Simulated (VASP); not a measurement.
# Ti (Fmmm) in VASP: a series of runs

Runs on Ti. Level: PBEsol. Tasks: single point.

Everything below comes from runs of VASP 6.6.1. Logs are shortened: lines on timing, memory, paths and dates and some standing lists are left out, and cuts for length are marked.

## (1) The cell of the first run

It takes space group Fmmm (No. 69, orthorhombic). Conventional cell: a = 3.877 Å, b = 4.060 Å, c = 4.243 Å, α = 90.00°, β = 90.00°, γ = 90.00°. Ti (site symmetry mmm) has 12 Ti at 2.81 to 2.94 Å within 3.7 Å.

## (2) Single point, PBEsol (strain +0.0450 x Voigt [1, -1, 0, 0, 0, 0])

Input file INCAR:

```
SYSTEM = Ti
  PREC = Accurate
  ENCUT = 520
  EDIFF = 1E-6
  ISMEAR = 0
  SIGMA = 0.15
  LREAL = .FALSE.
  LASPH = .TRUE.
  NELM = 80
  ALGO = Fast
  ISIF = 2
  LWAVE = .FALSE.
  LCHARG = .FALSE.
  GGA = PS
  NBANDS = 12
```

Input file KPOINTS:

```
regular mesh
0
G
  20 20 20
  0 0 0
```

Input file POSCAR:

```
Ti
1.0
    0.0000000000      1.9386500000      2.0300000000
    2.1213500000      0.0000000000      2.0300000000
    2.1213500000      1.9386500000      0.0000000000
Ti
1
Direct
    0.0000000000      0.0000000000      0.0000000000
```

Potentials or basis: VASP PAW PBE potentials, release 64 (Ti_sv).

The run is started by

```console
$ cat potpaw_PBE.64/Ti_sv/POTCAR > POTCAR
$ mpirun -np 1 vasp_std > vasp.out
```

OUTCAR:

```text
SYSTEM = Ti
   PREC = Accurate
   ENCUT = 520
   EDIFF = 1E-6
   ISMEAR = 0
   LREAL = .FALSE.
   LASPH = .TRUE.
   NELM = 80
   ISIF = 2
   GGA = PS

 ion  position               nearest neighbor table
   1  0.000  0.000  0.000-

  LATTYP: Found a face centered orthorhombic cell.
 ALAT       =     3.8773000000
 B/A-ratio  =     1.0471204188
 C/A-ratio  =     1.0942408377

  Lattice vectors:

 A1 = (  -2.1213500000,   0.0000000000,  -2.0300000000)
 A2 = (  -2.1213500000,   1.9386500000,   0.0000000000)
 A3 = (   0.0000000000,   1.9386500000,  -2.0300000000)

Analysis of symmetry for initial positions (statically):
=====================================================================
 Subroutine PRICEL returns:
 Original cell was already a primitive cell.

 Routine SETGRP: Setting up the symmetry group for a
 face centered orthorhombic supercell.

 Subroutine GETGRP returns: Found  8 space group operations
 (whereof  8 operations were pure point group operations)
 out of a pool of  8 trial point group operations.

The static configuration has the point symmetry D_2h.

Analysis of symmetry for dynamics (positions and initial velocities):
=====================================================================
 Subroutine PRICEL returns:
 Original cell was already a primitive cell.

 Routine SETGRP: Setting up the symmetry group for a
 face centered orthorhombic supercell.

 Subroutine GETGRP returns: Found  8 space group operations
 (whereof  8 operations were pure point group operations)
 out of a pool of  8 trial point group operations.

The dynamic configuration has the point symmetry D_2h.

 Subroutine INISYM returns: Found  8 space group operations
 (whereof  8 operations are pure point group operations),
 and found     1 'primitive' translations

----------------------------------------------------------------------------------------

                                     Primitive cell

  volume of cell :      16.6970

  direct lattice vectors                    reciprocal lattice vectors
     0.000000000  1.938650000  2.030000000    -0.235698965  0.257911433  0.246305419
     2.121350000  0.000000000  2.030000000     0.235698965 -0.257911433  0.246305419
     2.121350000  1.938650000  0.000000000     0.235698965  0.257911433 -0.246305419

  length of vectors
     2.807002640  2.936158344  2.873758801     0.427479437  0.427479437  0.427479437

  position of ions in fractional coordinates (direct lattice)
[... 86 lines left out ...]
   TEBEG  =    0.0;   TEEND  =   0.0 temperature during run
   PSTRESS=    0.0 pullay stress
   NELECT =      12.0000    total number of electrons
   NUPDOWN=      -1.0000    fix difference up-down
   EMIN   =  10.00;   EMAX   =-10.00  energy-range for DOS
   EFERMI =   0.00;   METHOD = LEGACY
   ISMEAR =     0;   SIGMA  =   0.15  broadening in eV -4-tet -1-fermi 0-gaus
   EFERMI_NEDOS =   21; number of points for ismear=-14 and -15
   IALGO  =     68    algorithm
   IMIX   =      4    mixing-type and parameters
     AMIX     =   0.40;   BMIX     =  1.00
     AMIX_MAG =   1.60;   BMIX_MAG =  1.00
  volume/ion in A,a.u.               =      16.70       112.68
  Fermi-wavevector in a.u.,A,eV,Ry     =   1.466412  2.771117 29.257478  2.150364
  Thomas-Fermi vector in A             =   2.582153
   LORBIT       =      0    0 simple, 1 ext, 2 COOP (PROOUT), +10 PAW based schemes
   GGA     = PS    functional components
   LHFCALC =     F    Hartree Fock is set to
   AEXX    =    0.0000 exact exchange contribution
   IVDW    =     0    specifies the selected vdW correction
   LEPSILON=     F    determine dielectric tensor
   LRPA    =     F    only Hartree local field effects (RPA)
 non-spin polarized calculation
 RMM-DIIS sequential band-by-band and
 Gauss-broadening in eV      SIGMA  =   0.15
  energy-cutoff  :      520.00
  volume of cell :       16.70
 maximum number of plane-waves:       463
 NGX is ok and might be reduce to    24
   NGX = 11   NGY = 11   NGZ = 11

 number of electron      12.0000002 magnetization

 Free energy of the ion-electron system (eV)
  ---------------------------------------------------
  ext. energy  EPLUGINS =         0.00000000
  ---------------------------------------------------
  free energy    TOTEN  =        -8.28577152 eV

  energy without entropy =       -8.26532404  energy(sigma->0) =       -8.27554778

 E-fermi :   8.4985     XC(G=0): -11.8254

 val. band max:        8.4984101923   @ k =   0.3500  -0.4000   0.1500
 cond. band min:       8.4988194516   @ k =  -0.2000   0.4000   0.2500
 fundamental gap:      0.0004092593
 Fermi energy:         8.4985089577

 k-point     1 :       0.0000    0.0000    0.0000
  band No.  band energies     occupation
      1     -47.8968      2.00000
      2     -23.8098      2.00000
      3     -23.7969      2.00000
      4     -23.7923      2.00000
      5       2.3295      2.00000
      6       9.0633      0.00000
      7       9.4638      0.00000
      8       9.8024      0.00000
      9      10.7205      0.00000
     10      11.4643      0.00000
     11      24.1031      0.00000
     12      27.5612      0.00000
[... 331 lines left out ...]
 k-point    24 :      -0.3500    0.0500    0.0000
  band No.  band energies     occupation
      1     -47.7721      2.00000
      2     -24.4454      2.00000
      3     -23.9287      2.00000
      4     -23.8514      2.00000
      5       5.4796      2.00000
      6       8.5961      0.35728
      7       9.0853      0.00000
      8       9.8165      0.00000
      9      11.6690      0.00000
     10      12.1127      0.00000
     11      18.9143      0.00000
     12      23.7308      0.00000

 [... further k-points ...]

------------------------ aborting loop because EDIFF is reached ----------------------------------------

  FORCE on cell =-STRESS in cart. coord.  units (eV):
  Direction    XX          YY          ZZ          XY          YZ          ZX
  --------------------------------------------------------------------------------------
  -------------------------------------------------------------------------------------
  Total       -0.1836415      0.1091685     -0.0415659      0.0000000      0.0000000      0.0000000
  in kB      -17.6215356     10.4753868     -3.9884993      0.0000000      0.0000000      0.0000000
  external PRESSURE =      -3.7115493 kB  Pullay stress =       0.0000000 kB

 VOLUME and BASIS-vectors are now :
 -----------------------------------------------------------------------------
  energy-cutoff  :      520.00
  volume of cell :       16.70
      direct lattice vectors                 reciprocal lattice vectors
     0.000000000  1.938650000  2.030000000    -0.235698965  0.257911433  0.246305419
     2.121350000  0.000000000  2.030000000     0.235698965 -0.257911433  0.246305419
     2.121350000  1.938650000  0.000000000     0.235698965  0.257911433 -0.246305419

 POSITION                                       TOTAL-FORCE (eV/Angst)
 -----------------------------------------------------------------------------------
      0.00000      0.00000      0.00000         0.000000      0.000000      0.000000
 -----------------------------------------------------------------------------------
    total drift:                               -0.000000      0.000000     -0.000000

  FREE ENERGIE OF THE ION-ELECTRON SYSTEM (eV)
  ---------------------------------------------------
  free  energy   TOTEN  =        -8.2857715170 eV

  energy  without entropy=       -8.2653240375  energy(sigma->0) =       -8.27554778
```

Wall time 2.1 min (1 thread of Intel Xeon 6975P-C (Granite Rapids), shared host); peak memory 0.33 GiB.

Results:

- Free energy: -8.2858 eV
- Pressure: -0.4 GPa
- Band gap on the k mesh: zero (band 6 reaches 9.28 eV, above the bottom of band 7 at 7.89 eV)

Levels at points of the mesh, in eV from the Fermi level:
| k point | band 3 | band 4 | band 5 | band 6 | band 7 | band 8 | band 9 | band 10 |
| --- | --- | --- | --- | --- | --- | --- | --- | --- |
| (0.00, 0.00, 0.00) | -32.30 | -32.29 | -6.17 | 0.56 | 0.97 | 1.30 | 2.22 | 2.97 |
| (0.50, 0.00, 0.00) | -32.44 | -32.35 | -2.67 | 0.44 | 0.78 | 1.16 | 3.63 | 3.92 |
| (0.50, 0.50, 0.00) | -32.63 | -32.51 | -2.71 | -1.74 | 3.03 | 3.69 | 3.78 | 4.34 |
| (0.50, 0.00, 0.50) | -32.66 | -32.59 | -2.68 | -1.90 | 3.74 | 3.93 | 3.95 | 4.25 |
| (0.00, 0.50, 0.50) | -32.53 | -32.48 | -2.73 | -1.69 | 2.24 | 3.78 | 3.93 | 4.17 |

Caveat: the cell differs from its parent crystal (strain +0.0450 x Voigt [1, -1, 0, 0, 0, 0]); the PAW data sets were made with another functional, which shifts forces and pressure a little.

## (3) Single point, PBEsol (strain -0.0300 x Voigt [1, -1, 0, 0, 0, 0])

Input file INCAR:

```
  PREC = Accurate
  ENCUT = 520
  EDIFF = 1E-7
  ISMEAR = 0
  SIGMA = 0.15
  LREAL = False
  LASPH = True
  NELM = 80
  ALGO = Fast
  ISIF = 2
  LWAVE = False
  LCHARG = False
  GGA = PS
  NBANDS = 12
```

Input file KPOINTS:

```
regular mesh
0
Gamma
  20 20 20
```

Input file POSCAR:

```
Ti
1.0
    0.0000000000      2.0909000000      2.0300000000
    1.9691000000      0.0000000000      2.0300000000
    1.9691000000      2.0909000000      0.0000000000
Ti
1
Direct
    0.0000000000      0.0000000000      0.0000000000
```

Potentials or basis: VASP PAW PBE potentials, release 64 (Ti_sv).

The run is started by

```console
$ cat potpaw_PBE.64/Ti_sv/POTCAR > POTCAR
$ mpirun -np 1 vasp_std > vasp.out
```

Wall time 2.6 min (1 thread of Intel Xeon 6975P-C (Granite Rapids), shared host); peak memory 0.33 GiB.

The run converged. Its results:

```yaml
Free_energy: -8.2895 eV
Pressure: -0.5 GPa
Band_gap_on_the_k_mesh: zero (band 6 reaches 9.28 eV, above the bottom of band 7 at 7.96 eV)
```

Stress tensor (GPa, compression positive):
```
 0.49  0.00  0.00
 0.00 -1.49  0.00
 0.00  0.00 -0.50
```

Levels at points of the mesh, in eV from the Fermi level:
```csv
k point,band 3,band 4,band 5,band 6,band 7,band 8,band 9,band 10
"(0.00, 0.00, 0.00)",-32.31,-32.31,-6.18,0.67,0.93,1.16,2.35,2.85
"(0.50, 0.00, 0.00)",-32.44,-32.38,-2.68,0.54,0.76,1.02,3.66,3.86
"(0.50, 0.50, 0.00)",-32.62,-32.54,-2.71,-1.78,3.02,3.71,3.87,4.24
"(0.50, 0.00, 0.50)",-32.56,-32.52,-2.73,-1.74,2.48,3.76,3.96,4.13
"(0.00, 0.50, 0.50)",-32.64,-32.60,-2.70,-1.88,3.62,3.73,3.97,4.18
```

Caveat: the cell differs from its parent crystal (strain -0.0300 x Voigt [1, -1, 0, 0, 0, 0]); the PAW data sets were made with another functional, which shifts forces and pressure a little.

## (4) Single point, PBEsol (strain +0.0525 x Voigt [1, -1, 0, 0, 0, 0])

Input file INCAR:

```
PREC     = Accurate       # precision mode
ENCUT    = 520            # plane-wave cutoff, eV
EDIFF    = 1E-6           # SCF threshold, eV
ISMEAR   = 0              # smearing method
SIGMA    = 0.15           # smearing width, eV
LREAL    = False          # projectors in reciprocal space
LASPH    = True           # aspherical terms in the spheres
NELM     = 80             # most SCF steps
ALGO     = Fast           # electronic algorithm
ISIF     = 2              # what is computed and relaxed
LWAVE    = False          # write WAVECAR
LCHARG   = False          # write CHGCAR
GGA      = PS             # functional
NBANDS   = 12             # bands
```

Input file KPOINTS:

```
Automatic mesh
0
Gamma
  20 20 20
```

Input file POSCAR:

```
Ti
1.0
    0.0000000000      1.9234250000      2.0300000000
    2.1365750000      0.0000000000      2.0300000000
    2.1365750000      1.9234250000      0.0000000000
Ti
1
Direct
    0.0000000000      0.0000000000      0.0000000000
```

Potentials or basis: VASP PAW PBE potentials, release 64 (Ti_sv).

The run is started by

```console
$ cat potpaw_PBE.64/Ti_sv/POTCAR > POTCAR
$ mpirun -np 1 vasp_std > vasp.out
```

OUTCAR:

```text
PREC = Accurate
   ENCUT = 520
   EDIFF = 1E-6
   ISMEAR = 0
   LREAL = False
   LASPH = True
   NELM = 80
   ISIF = 2
   GGA = PS

 ion  position               nearest neighbor table
   1  0.000  0.000  0.000-

  LATTYP: Found a face centered orthorhombic cell.
 ALAT       =     3.8468500000
 B/A-ratio  =     1.0554089710
 C/A-ratio  =     1.1108179420

  Lattice vectors:

 A1 = (  -2.1365750000,   0.0000000000,  -2.0300000000)
 A2 = (  -2.1365750000,   1.9234250000,   0.0000000000)
 A3 = (   0.0000000000,   1.9234250000,  -2.0300000000)

Analysis of symmetry for initial positions (statically):
=====================================================================
 Subroutine PRICEL returns:
 Original cell was already a primitive cell.

 Routine SETGRP: Setting up the symmetry group for a
 face centered orthorhombic supercell.

 Subroutine GETGRP returns: Found  8 space group operations
 (whereof  8 operations were pure point group operations)
 out of a pool of  8 trial point group operations.

The static configuration has the point symmetry D_2h.

Analysis of symmetry for dynamics (positions and initial velocities):
[... 168 lines left out ...]
      1     -47.8883      2.00000
      2     -23.8017      2.00000
      3     -23.7857      2.00000
      4     -23.7812      2.00000
      5       2.3364      2.00000
      6       9.0162      0.00000
      7       9.4888      0.00000
      8       9.8775      0.00000
      9      10.6555      0.00000
     10      11.5213      0.00000
     11      24.1510      0.00000
     12      27.4063      0.00000
[... 331 lines left out ...]
 k-point    24 :      -0.3500    0.0500    0.0000
  band No.  band energies     occupation
      1     -47.7628      2.00000
      2     -24.4379      2.00000
      3     -23.9245      2.00000
      4     -23.8360      2.00000
      5       5.4883      2.00000
      6       8.6078      0.30684
      7       9.0392      0.00000
      8       9.8894      0.00000
      9      11.6709      0.00000
     10      12.1271      0.00000
     11      18.9388      0.00000
     12      23.7039      0.00000

 [... further k-points ...]

------------------------ aborting loop because EDIFF is reached ----------------------------------------

  FORCE on cell =-STRESS in cart. coord.  units (eV):
  Direction    XX          YY          ZZ          XY          YZ          ZX
  --------------------------------------------------------------------------------------
  -------------------------------------------------------------------------------------
  Total       -0.1835386      0.1450637     -0.0257447      0.0000000      0.0000000      0.0000000
  in kB      -17.6245741     13.9299656     -2.4721694      0.0000000      0.0000000      0.0000000
  external PRESSURE =      -2.0555926 kB  Pullay stress =       0.0000000 kB

 VOLUME and BASIS-vectors are now :
 -----------------------------------------------------------------------------
  energy-cutoff  :      520.00
  volume of cell :       16.68
      direct lattice vectors                 reciprocal lattice vectors
     0.000000000  1.923425000  2.030000000    -0.234019400  0.259952949  0.246305419
     2.136575000  0.000000000  2.030000000     0.234019400 -0.259952949  0.246305419
     2.136575000  1.923425000  0.000000000     0.234019400  0.259952949 -0.246305419

 POSITION                                       TOTAL-FORCE (eV/Angst)
 -----------------------------------------------------------------------------------
      0.00000      0.00000      0.00000         0.000000      0.000000     -0.000000
 -----------------------------------------------------------------------------------
    total drift:                               -0.000000      0.000000      0.000000

  FREE ENERGIE OF THE ION-ELECTRON SYSTEM (eV)
  ---------------------------------------------------
  free  energy   TOTEN  =        -8.2834609174 eV

  energy  without entropy=       -8.2623856759  energy(sigma->0) =       -8.27292330
```

OSZICAR:

```text
N       E                     dE             d eps       ncg     rms          rms(c)
DAV:   1     0.865667556656E+02    0.86567E+02   -0.65031E+03 28056   0.121E+03
DAV:   2    -0.510872775954E+01   -0.91675E+02   -0.89235E+02 28448   0.297E+02
DAV:   3    -0.928636355082E+01   -0.41776E+01   -0.41311E+01 38736   0.646E+01
[... 12 lines left out ...]
RMM:  16    -0.828345265494E+01   -0.98786E-05   -0.87593E-05 37465   0.441E-02    0.291E-02
RMM:  17    -0.828345702154E+01   -0.43666E-05   -0.37120E-05 34086   0.300E-02    0.372E-02
RMM:  18    -0.828345917134E+01   -0.21498E-05   -0.25020E-05 33806   0.307E-02    0.239E-02
RMM:  19    -0.828346009349E+01   -0.92215E-06   -0.17621E-05 33102   0.342E-02    0.540E-03
RMM:  20    -0.828346091736E+01   -0.82388E-06   -0.86029E-06 29802   0.253E-02
   1 F= -.82834609E+01 E0= -.82729233E+01  d E =-.210752E-01
```

It took 2.1 min on 1 thread of Intel Xeon 6975P-C (Granite Rapids), shared host; peak memory 0.33 GiB.

Results:

```
Free energy            : -8.2835 eV
Pressure               : -0.2 GPa
Band gap on the k mesh : zero (band 6 reaches 9.26 eV, above the bottom of band 7 at 7.88 eV)
```

Caveat: the cell differs from its parent crystal (strain +0.0525 x Voigt [1, -1, 0, 0, 0, 0]); the PAW data sets were made with another functional, which shifts forces and pressure a little.

## (5) Overview

```csv
cell,further INCAR settings,gap on the mesh (eV),pressure (GPa)
"a = 2.807, b = 2.936, c = 2.874 Å, angles 57.8, 62.2, 60.0°, 1 atom",ALGO = Fast; EDIFF = 1e-06; NBANDS = 12,none,-0.4
"a = 2.914, b = 2.828, c = 2.872 Å, angles 61.5, 58.5, 60.0°, 1 atom",ALGO = Fast; EDIFF = 1e-07; NBANDS = 12,none,-0.5
"a = 2.797, b = 2.947, c = 2.875 Å, angles 57.4, 62.6, 60.0°, 1 atom",ALGO = Fast; EDIFF = 1e-06; NBANDS = 12,none,-0.2
```

Alike in all rows: task single point; level PBEsol; potentials or basis VASP PAW PBE potentials, release 64 (Ti_sv); no spin polarisation; k mesh 20 × 20 × 20; cutoff (eV) 520; smearing gaussian 0.15 eV.

Caveats: the PAW data sets were made with another functional, which shifts forces and pressure a little.

Total energies depend on the potentials used, so only differences within one code and one set of settings carry meaning.
